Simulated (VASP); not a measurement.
Set up this calculation in VASP 6.6.1, as the native input.

```yaml
Task: single point
Functional: r2SCAN
Potentials_or_basis: VASP PAW PBE potentials, release 64 (S)
Cutoff: 520 eV
k_mesh: 9 × 9 × 9
Occupations: gaussian, width 0.02 eV
Spin: no spin polarisation
Dipole_correction: no
Further_INCAR_settings: ALGO = Normal; EDIFF = 1e-06; NBANDS = 16
```

The system is S.

```xyz
3
Lattice="1.6952 0.9787 6.1025 -1.6952 0.9787 6.1025 0.0000 -1.9574 6.1025" Properties=species:S:1:pos:R:3 pbc="T T T"
S     0.0000    0.0000    0.0000
S     0.0000    0.0000    4.7094
S     0.0000    0.0000   13.5979
```

One way to write it, as run:

POSCAR

```
S
1.0
    1.6951531828      0.9786971464      6.1024545419
   -1.6951531828      0.9786971464      6.1024545419
    0.0000000000     -1.9573942928      6.1024545419
S
3
Direct
    0.0000000000      0.0000000000      0.0000000000
    0.2572424098      0.2572424098      0.2572424098
    0.7427575902      0.7427575902      0.7427575902
```

INCAR.step1

```
ALGO = Normal ; EDIFF = 1E-4
ENCUT = 520 ; GGA = PE
ISMEAR = 0 ; LASPH = True
LCHARG = False ; LREAL = False
LWAVE = True ; NBANDS = 16
NELM = 60 ; PREC = Accurate
SIGMA = 0.02
```

INCAR.step2

```
ALGO = Normal ; EDIFF = 1E-6
ENCUT = 520 ; ISIF = 2
ISMEAR = 0 ; ISTART = 1
LASPH = True ; LCHARG = False
LMIXTAU = True ; LREAL = False
LWAVE = False ; METAGGA = R2SCAN
NBANDS = 16 ; NELM = 60
PREC = Accurate ; SIGMA = 0.02
```

KPOINTS

```
k-points
0
Gamma
  9 9 9
```

Potentials or basis: VASP PAW PBE potentials, release 64 (S).

Command:

```sh
$ cat potpaw_PBE.64/S/POTCAR > POTCAR
$ cp INCAR.step1 INCAR
$ mpirun -np 1 vasp_std > vasp.out
$ cp INCAR.step2 INCAR
$ mpirun -np 1 vasp_std > vasp.out
```

Results of the run:

- Pressure: -0.3 GPa
- Largest force: 0.031 eV/Å
- Band gap on the k mesh: 0.73 eV, indirect (least direct gap 1.24 eV)

Caveat: the PAW data sets were made with another functional, which shifts forces and pressure a little.

Run time: 8.7 min on 1 thread of Intel(R) Xeon(R) Platinum 8375C CPU @ 2.90GHz (Ice Lake), on a shared host, peak memory 0.37 GiB.
